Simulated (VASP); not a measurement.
# HgSe (F-43m) in VASP: a series of runs

The runs below take HgSe through single point, relaxation of cell and atoms, with revPBE+D3(BJ), revPBE+D4, revPBE.

Everything below comes from runs of VASP 6.6.1. Logs are shortened: lines on timing, memory, paths and dates and some standing lists are left out, and cuts for length are marked.

## (1) The cell of the first run

Symmetry: F-43m, No. 216, cubic system. Conventional cell: a = 6.151 Å, b = 6.151 Å, c = 6.151 Å, α = 90.00°, β = 90.00°, γ = 90.00°. Within 3.5 Å of Hg (site symmetry -43m) lie 4 Se at 2.66 Å. Within 3.5 Å of Se (site symmetry -43m) lie 4 Hg at 2.66 Å.

## (2) Single point, revPBE+D3(BJ)

INCAR reads:

```
  ALGO = Normal
  EDIFF = 1E-6
  ENCUT = 500
  GGA = RE
  GGA_COMPAT = F
  ISIF = 2
  ISMEAR = -1
  IVDW = 12
  LASPH = T
  LCHARG = F
  LREAL = F
  LWAVE = F
  NBANDS = 16
  NELM = 120
  PREC = Accurate
  SIGMA = 0.05
```

KPOINTS reads:

```
k-points
0
Gamma
  8 8 8
```

POSCAR reads:

```
HgSe
1.0
    0.0000000000      3.0754797989      3.0754797989
    3.0754797989      0.0000000000      3.0754797989
    3.0754797989      3.0754797989      0.0000000000
Hg Se
1 1
Direct
    0.0000000000      0.0000000000      0.0000000000
    0.7500000000      0.7500000000      0.7500000000
```

Potentials or basis: VASP PAW PBE potentials, release 64 (Hg, Se).

Started as:

```bash
cat potpaw_PBE.64/Hg/POTCAR potpaw_PBE.64/Se/POTCAR > POTCAR
mpirun -np 1 vasp_std > vasp.out
```

OUTCAR:

```text
EDIFF = 1E-6
   ENCUT = 500
   GGA = RE
   ISIF = 2
   ISMEAR = -1
   IVDW = 12
   LASPH = T
   LREAL = F
   NELM = 120
   PREC = Accurate
 IVDW          = 12

 ion  position               nearest neighbor table
   1  0.000  0.000  0.000-   2 2.66   2 2.66   2 2.66   2 2.66
   2  0.750  0.750  0.750-   1 2.66   1 2.66   1 2.66   1 2.66

  LATTYP: Found a face centered cubic cell.
 ALAT       =     6.1509595978

  Lattice vectors:

 A1 = (   0.0000000000,   3.0754797989,   3.0754797989)
 A2 = (   3.0754797989,   0.0000000000,   3.0754797989)
 A3 = (   3.0754797989,   3.0754797989,   0.0000000000)

Analysis of symmetry for initial positions (statically):
=====================================================================
 Subroutine PRICEL returns:
 Original cell was already a primitive cell.

 Routine SETGRP: Setting up the symmetry group for a
 face centered cubic supercell.

 Subroutine GETGRP returns: Found 24 space group operations
 (whereof 24 operations were pure point group operations)
 out of a pool of 48 trial point group operations.

The static configuration has the point symmetry T_d .

Analysis of symmetry for dynamics (positions and initial velocities):
=====================================================================
 Subroutine PRICEL returns:
 Original cell was already a primitive cell.

 Routine SETGRP: Setting up the symmetry group for a
 face centered cubic supercell.

 Subroutine GETGRP returns: Found 24 space group operations
 (whereof 24 operations were pure point group operations)
 out of a pool of 48 trial point group operations.

The dynamic configuration has the point symmetry T_d .

 Subroutine INISYM returns: Found 24 space group operations
 (whereof 24 operations are pure point group operations),
 and found     1 'primitive' translations

----------------------------------------------------------------------------------------

                                     Primitive cell

  volume of cell :      58.1793

  direct lattice vectors                    reciprocal lattice vectors
     0.000000000  3.075479799  3.075479799    -0.162576259  0.162576259  0.162576259
     3.075479799  0.000000000  3.075479799     0.162576259 -0.162576259  0.162576259
     3.075479799  3.075479799  0.000000000     0.162576259  0.162576259 -0.162576259

  length of vectors
     4.349385242  4.349385242  4.349385242     0.281590341  0.281590341  0.281590341

  position of ions in fractional coordinates (direct lattice)
     0.000000000  0.000000000  0.000000000
     0.750000000  0.750000000  0.750000000

  ion indices of the primitive-cell ions
   primitive index   ion index
                 1           1
                 2           2

----------------------------------------------------------------------------------------

 KPOINTS: k-points

Automatic generation of k-mesh.
 Grid dimensions read from file:
 generate k-points for:    8    8    8

 Generating k-lattice:

  Cartesian coordinates                     Fractional coordinates (reciprocal lattice)
    -0.020322032  0.020322032  0.020322032     0.125000000  0.000000000  0.000000000
     0.020322032 -0.020322032  0.020322032     0.000000000  0.125000000  0.000000000
     0.020322032  0.020322032 -0.020322032     0.000000000  0.000000000  0.125000000

  Length of vectors
     0.035198793  0.035198793  0.035198793

  Shift w.r.t. Gamma in fractional coordinates (k-lattice)
     0.000000000  0.000000000  0.000000000

 Subroutine IBZKPT returns following result:
 ===========================================

 Found     29 irreducible k-points:

 Following reciprocal coordinates:
            Coordinates               Weight
  0.000000  0.000000  0.000000      1.000000
  0.125000  0.000000  0.000000      8.000000
  0.250000  0.000000  0.000000      8.000000
  0.375000  0.000000  0.000000      8.000000
  0.500000  0.000000  0.000000      4.000000
  0.125000  0.125000  0.000000      6.000000
[... 16 lines left out ...]
  0.500000  0.250000  0.125000     48.000000
 -0.375000  0.250000  0.125000     24.000000
 [... further k-points ...]
   k-points           NKPTS =     29   k-points in BZ     NKDIM =     29   number of bands    NBANDS=     16
   number of dos      NEDOS =    301   number of ions     NIONS =      2
   total plane-waves  NPLWV =  32768
   dimension x,y,z NGX =    32 NGY =   32 NGZ =   32
   dimension x,y,z NGXF=    64 NGYF=   64 NGZF=   64
   ions per type =               1   1
   NGX,Y,Z   is equivalent  to a cutoff of  12.23, 12.23, 12.23 a.u.
   NGXF,Y,Z  is equivalent  to a cutoff of  24.46, 24.46, 24.46 a.u.
 SYSTEM =  unknown system
   PREC   = accura    normal or accurate (medium, high low for compatibility)
   ISTART =      0    job   : 0-new  1-cont  2-samecut
   ICHARG =      2    charge: 1-file 2-atom 10-const
   ISPIN  =      1    spin polarized calculation?
   LNONCOLLINEAR =      F non collinear calculations
   LSORBIT =      F    spin-orbit coupling
   LASPH  =      T    aspherical Exc in radial PAW
   ENCUT  =  500.0 eV  36.75 Ry    6.06 a.u.   7.93  7.93  7.93*2*pi/ulx,y,z
   NELM   =    120;   NELMIN=  2; NELMDL= -5     # of ELM steps
   EDIFF  = 0.1E-05   stopping-criterion for ELM
   LREAL  =      F    real-space projection
   EDIFFG = 0.1E-04   stopping-criterion for IOM
   NSW    =      0    number of steps for IOM
   IBRION =     -1    ionic relax: 0-MD 1-quasi-New 2-CG
   NFREE  =      0    steps in history (QN), initial steepest desc. (CG)
   ISIF   =      2    stress and relaxation
   ISYM   =      2    0-nonsym 1-usesym 2-fastsym
   POTIM  = 0.5000    time-step for ionic-motion
   TEBEG  =    0.0;   TEEND  =   0.0 temperature during run
   PSTRESS=    0.0 pullay stress
   NELECT =      18.0000    total number of electrons
   NUPDOWN=      -1.0000    fix difference up-down
   EMIN   =  10.00;   EMAX   =-10.00  energy-range for DOS
   EFERMI =   0.00;   METHOD = LEGACY
   ISMEAR =    -1;   SIGMA  =   0.05  broadening in eV -4-tet -1-fermi 0-gaus
   EFERMI_NEDOS =   21; number of points for ismear=-14 and -15
   IALGO  =     38    algorithm
   IMIX   =      4    mixing-type and parameters
     AMIX     =   0.40;   BMIX     =  1.00
     AMIX_MAG =   1.60;   BMIX_MAG =  1.00
  volume/ion in A,a.u.               =      29.09       196.31
  Fermi-wavevector in a.u.,A,eV,Ry     =   1.107243  2.092385 16.680555  1.225986
  Thomas-Fermi vector in A             =   2.243754
   LORBIT       =      0    0 simple, 1 ext, 2 COOP (PROOUT), +10 PAW based schemes
   GGA     = RE    functional components
   LHFCALC =     F    Hartree Fock is set to
   AEXX    =    0.0000 exact exchange contribution
   IVDW    =    12    specifies the selected vdW correction
   LEPSILON=     F    determine dielectric tensor
   LRPA    =     F    only Hartree local field effects (RPA)
 non-spin polarized calculation
  energy-cutoff  :      500.00
  volume of cell :       58.18
 maximum number of plane-waves:      1490
   NGX = 15   NGY = 15   NGZ = 15

 number of electron      17.9999999 magnetization

 Free energy of the ion-electron system (eV)
  ---------------------------------------------------
  ext. energy  EPLUGINS =         0.00000000
  ---------------------------------------------------
  free energy    TOTEN  =        -3.40635584 eV

  energy without entropy =       -3.40572311  energy(sigma->0) =       -3.40603947

 E-fermi :   1.5751     XC(G=0):  -8.7102

 val. band max:        1.5158764358   @ k =   0.0000   0.0000   0.0000
 cond. band min:       2.1533236341   @ k =   0.1250   0.0000   0.0000
 fundamental gap:      0.6374471982
 Fermi energy:         1.5751230719

 k-point     1 :       0.0000    0.0000    0.0000
  band No.  band energies     occupation
      1     -11.6815      2.00000
      2      -5.4593      2.00000
      3      -5.4593      2.00000
      4      -5.4593      2.00000
      5      -4.7757      2.00000
      6      -4.7757      2.00000
[... 8 lines left out ...]
     15      12.7795      0.00000
     16      12.7795      0.00000

 k-point     2 :       0.1250    0.0000    0.0000
  band No.  band energies     occupation
      1     -11.6205      2.00000
      2      -5.4310      2.00000
      3      -5.4310      2.00000
      4      -5.4274      2.00000
      5      -4.7775      2.00000
      6      -4.7775      2.00000
[... 8 lines left out ...]
     15      12.0150      0.00000
     16      12.0150      0.00000

 k-point     3 :       0.2500    0.0000    0.0000
  band No.  band energies     occupation
      1     -11.4689      2.00000
      2      -5.3682      2.00000
      3      -5.3682      2.00000
      4      -5.2811      2.00000
      5      -4.7722      2.00000
      6      -4.7722      2.00000
[... 8 lines left out ...]
     15      11.7279      0.00000
     16      11.7279      0.00000

 k-point     4 :       0.3750    0.0000    0.0000
  band No.  band energies     occupation
      1     -11.3113      2.00000
      2      -5.3168      2.00000
      3      -5.3168      2.00000
      4      -4.9163      2.00000
      5      -4.7485      2.00000
      6      -4.7485      2.00000
[... 8 lines left out ...]
     15      12.4172      0.00000
     16      12.4172      0.00000

 k-point     5 :       0.5000    0.0000    0.0000
  band No.  band energies     occupation
      1     -11.2442      2.00000
      2      -5.2999      2.00000
      3      -5.2999      2.00000
      4      -4.7319      2.00000
      5      -4.7319      2.00000
      6      -4.4733      2.00000
[... 8 lines left out ...]
     15      13.3227      0.00000
     16      13.3227      0.00000

 k-point     6 :       0.1250    0.1250    0.0000
  band No.  band energies     occupation
      1     -11.6001      2.00000
      2      -5.4525      2.00000
      3      -5.4036      2.00000
      4      -5.4036      2.00000
      5      -4.7966      2.00000
      6      -4.7608      2.00000
[... 8 lines left out ...]
     15      11.5947      0.00000
     16      12.8313      0.00000

 k-point     7 :       0.2500    0.1250    0.0000
  band No.  band energies     occupation
      1     -11.4784      2.00000
      2      -5.4034      2.00000
      3      -5.3358      2.00000
      4      -5.3112      2.00000
      5      -4.8052      2.00000
      6      -4.7466      2.00000
[... 8 lines left out ...]
     15      12.5137      0.00000
     16      12.5579      0.00000

 k-point     8 :       0.3750    0.1250    0.0000
  band No.  band energies     occupation
      1     -11.3219      2.00000
      2      -5.3277      2.00000
      3      -5.2764      2.00000
      4      -5.0684      2.00000
      5      -4.7643      2.00000
      6      -4.7294      2.00000
[... 8 lines left out ...]
     15      12.3378      0.00000
     16      12.9275      0.00000

 k-point     9 :       0.5000    0.1250    0.0000
  band No.  band energies     occupation
      1     -11.2237      2.00000
      2      -5.2901      2.00000
      3      -5.2566      2.00000
      4      -4.8014      2.00000
      5      -4.7281      2.00000
      6      -4.5139      2.00000
[... 8 lines left out ...]
     15      12.7132      0.00000
     16      13.3904      0.00000
[... 172 lines left out ...]
 k-point    19 :       0.5000    0.3750    0.0000
  band No.  band energies     occupation
      1     -11.1197      2.00000
      2      -5.2599      2.00000
      3      -5.0370      2.00000
      4      -5.0067      2.00000
      5      -4.6902      2.00000
      6      -4.4665      2.00000
[... 8 lines left out ...]
     15      13.5342      0.00000
     16      14.4566      0.00000

 k-point    20 :      -0.3750    0.3750    0.0000
  band No.  band energies     occupation
      1     -11.1104      2.00000
      2      -5.2312      2.00000
      3      -5.0753      2.00000
      4      -4.9131      2.00000
      5      -4.7257      2.00000
      6      -4.2857      2.00000
[... 8 lines left out ...]
     15      12.9517      0.00000
     16      15.0391      0.00000

 k-point    21 :       0.5000    0.5000    0.0000
  band No.  band energies     occupation
      1     -11.0971      2.00000
      2      -5.2809      2.00000
      3      -4.9925      2.00000
      4      -4.9925      2.00000
      5      -4.6733      2.00000
      6      -4.4264      2.00000
[... 8 lines left out ...]
     15      13.2376      0.00000
     16      14.5760      0.00000

 k-point    22 :       0.3750    0.2500    0.1250
  band No.  band energies     occupation
      1     -11.3538      2.00000
      2      -5.3399      2.00000
      3      -5.2655      2.00000
      4      -5.1860      2.00000
      5      -4.7987      2.00000
      6      -4.7226      2.00000
[... 8 lines left out ...]
     15      12.9228      0.00000
     16      13.7064      0.00000

 k-point    23 :       0.5000    0.2500    0.1250
  band No.  band energies     occupation
      1     -11.2258      2.00000
      2      -5.2655      2.00000
      3      -5.2211      2.00000
      4      -4.9487      2.00000
      5      -4.7427      2.00000
      6      -4.6509      2.00000
[... 8 lines left out ...]
     15      13.2282      0.00000
     16      13.7776      0.00000

 k-point    24 :      -0.3750    0.2500    0.1250
  band No.  band energies     occupation
      1     -11.1719      2.00000
      2      -5.2485      2.00000
      3      -5.1996      2.00000
      4      -4.8168      2.00000
      5      -4.7556      2.00000
      6      -4.4031      2.00000
[... 8 lines left out ...]
     15      13.0117      0.00000
     16      13.7902      0.00000

 [... further k-points ...]

------------------------ aborting loop because EDIFF is reached ----------------------------------------

 Edisp (eV)   -1.23314

 E8    (eV) :    -0.8598

  FORCE on cell =-STRESS in cart. coord.  units (eV):
  Direction    XX          YY          ZZ          XY          YZ          ZX
  --------------------------------------------------------------------------------------
  -------------------------------------------------------------------------------------
  Total       0.07596     0.07596     0.07596     0.00000     0.00000     0.00000
  in kB       2.09185     2.09185     2.09185     0.00000     0.00000     0.00000
  external pressure =        2.09 kB  Pullay stress =        0.00 kB

 VOLUME and BASIS-vectors are now :
 -----------------------------------------------------------------------------
  energy-cutoff  :      500.00
  volume of cell :       58.18
      direct lattice vectors                 reciprocal lattice vectors
     0.000000000  3.075479799  3.075479799    -0.162576259  0.162576259  0.162576259
     3.075479799  0.000000000  3.075479799     0.162576259 -0.162576259  0.162576259
     3.075479799  3.075479799  0.000000000     0.162576259  0.162576259 -0.162576259

 POSITION                                       TOTAL-FORCE (eV/Angst)
 -----------------------------------------------------------------------------------
      0.00000      0.00000      0.00000         0.000000      0.000000      0.000000
      4.61322      4.61322      4.61322        -0.000000     -0.000000     -0.000000
 -----------------------------------------------------------------------------------
    total drift:                               -0.000000     -0.000000     -0.000000

  FREE ENERGIE OF THE ION-ELECTRON SYSTEM (eV)
  ---------------------------------------------------
  free  energy   TOTEN  =        -4.6394913137 eV

  energy  without entropy=       -4.6388585811  energy(sigma->0) =       -4.63917495
```

It took 21 s on 1 thread of Intel Xeon Platinum 8259CL at 2.50GHz (Skylake/Cascade Lake), shared host; peak memory 0.19 GiB.

What came out:

- Free energy: -4.6395 eV
- Pressure: 0.2 GPa
- Band gap on the k mesh: zero (filled and empty bands touch)
- Dispersion energy per atom: -0.617 eV

Caveat: the PAW data sets were made with another functional, which shifts forces and pressure a little; spin-orbit coupling is left out, which moves the levels of the heavy elements; pairwise dispersion overbinds metals, which lowers pressure and volume.

[end of part 1 of 2]
